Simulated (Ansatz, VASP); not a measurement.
**Co: VASP beside Ansatz**

```xyz
2
Lattice="-2.1853 2.1853 1.2437 2.1853 -2.1853 1.2437 2.1862 2.1862 -1.2436" Properties=species:S:1:pos:R:3 pbc="T T T"
Co    4.3715    0.0009    0.0000
Co    0.0005    2.1857    0.6219
```

Alike in both runs: task single point; functional BLYP; k mesh 16 × 16 × 11; occupations fermi-dirac, width 0.1 eV; no spin polarisation.

|  | VASP | Ansatz |
| --- | --- | --- |
| version | VASP 6.6.1 | Ansatz 0.2.0 |
| potentials or method | VASP PAW PBE potentials, release 64 (Co), cutoff 520 eV | plane waves (420 eV) with PAW, scalar-relativistic |
| valence electrons in the cell | 18 | 34 |

VASP gave:

| Item | Value |
| --- | --- |
| pressure (GPa) | -0.3 |
| traceless stress, the component that is largest in VASP (GPa) | 0.01 |

Problem. Which values does Ansatz return?

Solution. Pressure (GPa): 0.0; traceless stress, the component that is largest in VASP (GPa): -0.06.

VASP's potentials were made for PBE, not for BLYP. VASP's potentials hold 18 valence electrons a cell and Ansatz's 34, so a difference there can come from the potentials and not from the codes. Ansatz's warnings: near symmetry operations not taken.
